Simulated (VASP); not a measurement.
# Na4TmSb (P4/mmm) in VASP: notebook

The runs below take Na4TmSb through single point, with PBE.

Everything below comes from runs of VASP 6.6.1. Logs are shortened: lines on timing, memory, paths and dates and some standing lists are left out, and cuts for length are marked.

## Step 1: The cell of the first run

Symmetry: P4/mmm, No. 123, tetragonal system. The conventional cell has a = 6.317 Å, b = 6.317 Å, c = 3.754 Å, α = 90.00°, β = 90.00°, γ = 90.00°. Within 2.7 Å of Na (site symmetry m2m) lie 1 Sb at 2.04 Å and 1 Tm at 2.43 Å. Tm (site symmetry 4/mmm) has 4 Na at 2.43 Å within 3.2 Å. Sb (site symmetry 4/mmm) has 4 Na at 2.04 Å within 2.7 Å.

The cell was built from a structure type or drawn by symmetry, and may not be a known phase.

## Step 2: Single point, PBE

The input, INCAR:

```
PREC = Accurate
ENCUT = 500
EDIFF = 1E-6
ISMEAR = 0
SIGMA = 0.1
LREAL = False
LASPH = True
NELM = 200
ALGO = Normal
ISIF = 2
LWAVE = False
LCHARG = False
GGA = PE
NBANDS = 30
GGA_COMPAT = False
LMAXMIX = 6
```

The input, KPOINTS:

```
regular mesh
0
Gamma
  4 4 4
```

The input, POSCAR:

```
Na4TmSb
1.0
    6.3170449300      0.0000000000      0.0000000000
    0.0000000000      6.3170449300      0.0000000000
    0.0000000000      0.0000000000      3.7539616800
Na Tm Sb
4 1 1
Direct
    0.2719543000      0.2719543000      0.5000000000
    0.7280457000      0.7280457000      0.5000000000
    0.2719543000      0.7280457000      0.5000000000
    0.7280457000      0.2719543000      0.5000000000
    0.0000000000      0.0000000000      0.5000000000
    0.5000000000      0.5000000000      0.5000000000
```

Potentials or basis: VASP PAW PBE potentials, release 64 (Na_pv, Tm_3, Sb), 4f in core.

Run with:

```sh
$ cat potpaw_PBE.64/Na_pv/POTCAR potpaw_PBE.64/Tm_3/POTCAR potpaw_PBE.64/Sb/POTCAR > POTCAR
$ mpirun -np 1 vasp_std > vasp.out
```

OUTCAR:

```text
PREC = Accurate
   ENCUT = 500
   EDIFF = 1E-6
   ISMEAR = 0
   LREAL = False
   LASPH = True
   NELM = 200
   ISIF = 2
   GGA = PE

 ion  position               nearest neighbor table
   1  0.272  0.272  0.500-   6 2.04   5 2.43
   2  0.728  0.728  0.500-   6 2.04   5 2.43
   3  0.272  0.728  0.500-   6 2.04   5 2.43
   4  0.728  0.272  0.500-   6 2.04   5 2.43
   5  0.000  0.000  0.500-   1 2.43   2 2.43   3 2.43   4 2.43
   6  0.500  0.500  0.500-   1 2.04   2 2.04   3 2.04   4 2.04

  LATTYP: Found a simple tetragonal cell.
 ALAT       =     6.3170449300
 C/A-ratio  =     0.5942591388

  Lattice vectors:

 A1 = (   6.3170449300,   0.0000000000,   0.0000000000)
 A2 = (   0.0000000000,   6.3170449300,   0.0000000000)
 A3 = (   0.0000000000,   0.0000000000,   3.7539616800)

Analysis of symmetry for initial positions (statically):
=====================================================================
 Subroutine PRICEL returns:
 Original cell was already a primitive cell.

 Routine SETGRP: Setting up the symmetry group for a
 simple tetragonal supercell.

 Subroutine GETGRP returns: Found 16 space group operations
 (whereof 16 operations were pure point group operations)
 out of a pool of 16 trial point group operations.

The static configuration has the point symmetry D_4h.

Analysis of symmetry for dynamics (positions and initial velocities):
=====================================================================
 Subroutine PRICEL returns:
 Original cell was already a primitive cell.

 Routine SETGRP: Setting up the symmetry group for a
 simple tetragonal supercell.

 Subroutine GETGRP returns: Found 16 space group operations
 (whereof 16 operations were pure point group operations)
 out of a pool of 16 trial point group operations.

The dynamic configuration has the point symmetry D_4h.

 Subroutine INISYM returns: Found 16 space group operations
 (whereof 16 operations are pure point group operations),
 and found     1 'primitive' translations

----------------------------------------------------------------------------------------

                                     Primitive cell

  volume of cell :     149.8021

  direct lattice vectors                    reciprocal lattice vectors
     6.317044930  0.000000000  0.000000000     0.158301866  0.000000000  0.000000000
     0.000000000  6.317044930  0.000000000     0.000000000  0.158301866  0.000000000
     0.000000000  0.000000000  3.753961680     0.000000000  0.000000000  0.266385245

  length of vectors
     6.317044930  6.317044930  3.753961680     0.158301866  0.158301866  0.266385245

  position of ions in fractional coordinates (direct lattice)
     0.271954300  0.271954300  0.500000000
     0.728045700  0.728045700  0.500000000
     0.271954300  0.728045700  0.500000000
     0.728045700  0.271954300  0.500000000
     0.000000000  0.000000000  0.500000000
     0.500000000  0.500000000  0.500000000

  ion indices of the primitive-cell ions
   primitive index   ion index
                 1           1
                 2           2
                 3           3
                 4           4
                 5           5
                 6           6

----------------------------------------------------------------------------------------

 KPOINTS: regular mesh

Automatic generation of k-mesh.
 Grid dimensions read from file:
 generate k-points for:    4    4    4

 Generating k-lattice:

  Cartesian coordinates                     Fractional coordinates (reciprocal lattice)
     0.039575466  0.000000000  0.000000000     0.250000000  0.000000000  0.000000000
     0.000000000  0.039575466  0.000000000     0.000000000  0.250000000  0.000000000
     0.000000000  0.000000000  0.066596311     0.000000000  0.000000000  0.250000000

  Length of vectors
     0.039575466  0.039575466  0.066596311

  Shift w.r.t. Gamma in fractional coordinates (k-lattice)
     0.000000000  0.000000000  0.000000000

 Subroutine IBZKPT returns following result:
 ===========================================

 Found     18 irreducible k-points:

 Following reciprocal coordinates:
            Coordinates               Weight
  0.000000  0.000000  0.000000      1.000000
  0.250000  0.000000  0.000000      4.000000
  0.500000  0.000000  0.000000      2.000000
  0.250000  0.250000  0.000000      4.000000
  0.500000  0.250000  0.000000      4.000000
  0.500000  0.500000  0.000000      1.000000
[... 10 lines left out ...]
  0.500000  0.250000  0.500000      4.000000
  0.500000  0.500000  0.500000      1.000000
   k-points           NKPTS =     18   k-points in BZ     NKDIM =     18   number of bands    NBANDS=     30
   number of dos      NEDOS =    301   number of ions     NIONS =      6
   total plane-waves  NPLWV =  64512
   dimension x,y,z NGX =    48 NGY =   48 NGZ =   28
   dimension x,y,z NGXF=    96 NGYF=   96 NGZF=   56
   ions per type =               4   1   1
   NGX,Y,Z   is equivalent  to a cutoff of  12.63, 12.63, 12.40 a.u.
   NGXF,Y,Z  is equivalent  to a cutoff of  25.26, 25.26, 24.80 a.u.
 SYSTEM =  unknown system
   PREC   = accura    normal or accurate (medium, high low for compatibility)
   ISTART =      0    job   : 0-new  1-cont  2-samecut
   ICHARG =      2    charge: 1-file 2-atom 10-const
   ISPIN  =      1    spin polarized calculation?
   LNONCOLLINEAR =      F non collinear calculations
   LSORBIT =      F    spin-orbit coupling
   LASPH  =      T    aspherical Exc in radial PAW
   ENCUT  =  500.0 eV  36.75 Ry    6.06 a.u.  11.52 11.52  6.84*2*pi/ulx,y,z
   NELM   =    200;   NELMIN=  2; NELMDL= -5     # of ELM steps
   EDIFF  = 0.1E-05   stopping-criterion for ELM
   LREAL  =      F    real-space projection
   EDIFFG = 0.1E-04   stopping-criterion for IOM
   NSW    =      0    number of steps for IOM
   IBRION =     -1    ionic relax: 0-MD 1-quasi-New 2-CG
   NFREE  =      0    steps in history (QN), initial steepest desc. (CG)
   ISIF   =      2    stress and relaxation
   ISYM   =      2    0-nonsym 1-usesym 2-fastsym
   POTIM  = 0.5000    time-step for ionic-motion
   TEBEG  =    0.0;   TEEND  =   0.0 temperature during run
   PSTRESS=    0.0 pullay stress
   NELECT =      42.0000    total number of electrons
   NUPDOWN=      -1.0000    fix difference up-down
   EMIN   =  10.00;   EMAX   =-10.00  energy-range for DOS
   EFERMI =   0.00;   METHOD = LEGACY
   ISMEAR =     0;   SIGMA  =   0.10  broadening in eV -4-tet -1-fermi 0-gaus
   EFERMI_NEDOS =   21; number of points for ismear=-14 and -15
   IALGO  =     38    algorithm
   IMIX   =      4    mixing-type and parameters
     AMIX     =   0.40;   BMIX     =  1.00
     AMIX_MAG =   1.60;   BMIX_MAG =  1.00
  volume/ion in A,a.u.               =      24.97       168.49
  Fermi-wavevector in a.u.,A,eV,Ry     =   1.071483  2.024810 15.620524  1.148076
  Thomas-Fermi vector in A             =   2.207225
   LORBIT       =      0    0 simple, 1 ext, 2 COOP (PROOUT), +10 PAW based schemes
   GGA     = PE    functional components
   LHFCALC =     F    Hartree Fock is set to
   AEXX    =    0.0000 exact exchange contribution
   IVDW    =     0    specifies the selected vdW correction
   LEPSILON=     F    determine dielectric tensor
   LRPA    =     F    only Hartree local field effects (RPA)
 non-spin polarized calculation
 Gauss-broadening in eV      SIGMA  =   0.10
  energy-cutoff  :      500.00
  volume of cell :      149.80
 maximum number of plane-waves:      3828
 NGX is ok and might be reduce to    48
   NGX = 23   NGY = 23   NGZ = 13

 number of electron      41.9999974 magnetization

 Free energy of the ion-electron system (eV)
  ---------------------------------------------------
  ext. energy  EPLUGINS =         0.00000000
  ---------------------------------------------------
  free energy    TOTEN  =         5.02039731 eV

  energy without entropy =        5.05707148  energy(sigma->0) =        5.03873440

 E-fermi :   3.0982     XC(G=0):  -8.4302

 val. band max:        3.0911302971   @ k =   0.2500   0.0000   0.5000
 cond. band min:       3.1172032440   @ k =   0.2500   0.2500   0.2500
 fundamental gap:      0.0260729469
 Fermi energy:         3.0981651483

 k-point     1 :       0.0000    0.0000    0.0000
  band No.  band energies     occupation
      1     -24.2691      2.00000
      2     -24.2691      2.00000
      3     -23.3769      2.00000
      4     -23.2880      2.00000
      5     -23.0006      2.00000
      6     -22.7483      2.00000
[... 22 lines left out ...]
     29       6.3083      0.00000
     30       8.6983      0.00000

 k-point     2 :       0.2500    0.0000    0.0000
  band No.  band energies     occupation
      1     -24.2863      2.00000
      2     -24.2408      2.00000
      3     -23.3171      2.00000
      4     -23.2876      2.00000
      5     -23.1374      2.00000
      6     -22.7992      2.00000
[... 22 lines left out ...]
     29       7.5016      0.00000
     30       8.3278      0.00000

 k-point     3 :       0.5000    0.0000    0.0000
  band No.  band energies     occupation
      1     -24.3023      2.00000
      2     -24.2095      2.00000
      3     -23.2872      2.00000
      4     -23.2464      2.00000
      5     -23.2370      2.00000
      6     -22.8599      2.00000
[... 22 lines left out ...]
     29       7.4054      0.00000
     30       8.7589      0.00000

 k-point     4 :       0.2500    0.2500    0.0000
  band No.  band energies     occupation
      1     -24.2660      2.00000
      2     -24.2598      2.00000
      3     -23.2874      2.00000
      4     -23.2446      2.00000
      5     -23.2280      2.00000
      6     -22.7709      2.00000
[... 418 lines left out ...]
     29       6.3337      0.00000
     30       7.8611      0.00000

 k-point    17 :       0.5000    0.2500    0.5000
  band No.  band energies     occupation
      1     -24.2722      2.00000
      2     -24.2264      2.00000
      3     -23.4189      2.00000
      4     -23.3028      2.00000
      5     -23.1477      2.00000
      6     -22.8143      2.00000
[... 22 lines left out ...]
     29       6.4986      0.00000
     30       7.8637      0.00000

 k-point    18 :       0.5000    0.5000    0.5000
  band No.  band energies     occupation
      1     -24.2520      2.00000
      2     -24.2520      2.00000
      3     -23.4187      2.00000
      4     -23.3626      2.00000
      5     -23.0090      2.00000
      6     -22.7855      2.00000
[... 22 lines left out ...]
     29       6.0829      0.00000
     30       7.8694      0.00000

------------------------ aborting loop because EDIFF is reached ----------------------------------------

  FORCE on cell =-STRESS in cart. coord.  units (eV):
  Direction    XX          YY          ZZ          XY          YZ          ZX
  --------------------------------------------------------------------------------------
  -------------------------------------------------------------------------------------
  Total       55.1957836     55.1957836     -6.6938632      0.0000000      0.0000000     -0.0000000
  in kB      590.3352538    590.3352538    -71.5928495      0.0000000      0.0000000     -0.0000000
  external PRESSURE =     369.6925527 kB  Pullay stress =       0.0000000 kB

 VOLUME and BASIS-vectors are now :
 -----------------------------------------------------------------------------
  energy-cutoff  :      500.00
  volume of cell :      149.80
      direct lattice vectors                 reciprocal lattice vectors
     6.317044930  0.000000000  0.000000000     0.158301866  0.000000000  0.000000000
     0.000000000  6.317044930  0.000000000     0.000000000  0.158301866  0.000000000
     0.000000000  0.000000000  3.753961680     0.000000000  0.000000000  0.266385245

 POSITION                                       TOTAL-FORCE (eV/Angst)
 -----------------------------------------------------------------------------------
      1.71795      1.71795      1.87698        -5.308018     -5.308018     -0.000000
      4.59910      4.59910      1.87698         5.308018      5.308018     -0.000000
      1.71795      4.59910      1.87698        -5.308018      5.308018      0.000000
      4.59910      1.71795      1.87698         5.308018     -5.308018     -0.000000
      0.00000      0.00000      1.87698         0.000000      0.000000     -0.000000
      3.15852      3.15852      1.87698         0.000000      0.000000     -0.000000
 -----------------------------------------------------------------------------------
    total drift:                                0.000000      0.000000     -0.000000

  FREE ENERGIE OF THE ION-ELECTRON SYSTEM (eV)
  ---------------------------------------------------
  free  energy   TOTEN  =         5.0203973129 eV

  energy  without entropy=        5.0570714839  energy(sigma->0) =        5.03873440
```

Wall time 40 s (1 thread of AMD EPYC 9R45 (Zen 5), shared host); peak memory 0.25 GiB.

What came out:

| Quantity | Value |
| --- | --- |
| Free energy | 5.0204 eV |
| Pressure | 37.0 GPa |
| Largest force | 7.507 eV/Å |
| Band gap on the k mesh | zero (bands 21 and 22 overlap by 0.97 eV) |

Forces in eV/Å, atoms in the order of the input:
```
Na  -5.308 -5.308  0.000
Na   5.308  5.308  0.000
Na  -5.308  5.308  0.000
Na   5.308 -5.308  0.000
Tm   0.000  0.000  0.000
Sb   0.000  0.000  0.000
```

Caveat: the k points lie up to 0.42 Å⁻¹ apart, too coarse for converged energies and pressures of a metal; spin-orbit coupling is left out, which moves the levels of the heavy elements; the 4f electrons are frozen in the core, so they carry no moment and show no levels; forces of over 1 eV/Å act on the atoms, so gaps and moduli don't describe the material at rest. Spin polarisation is off, so any magnetic state and its effect on volume and gap are missing.

[end of part 1 of 2]
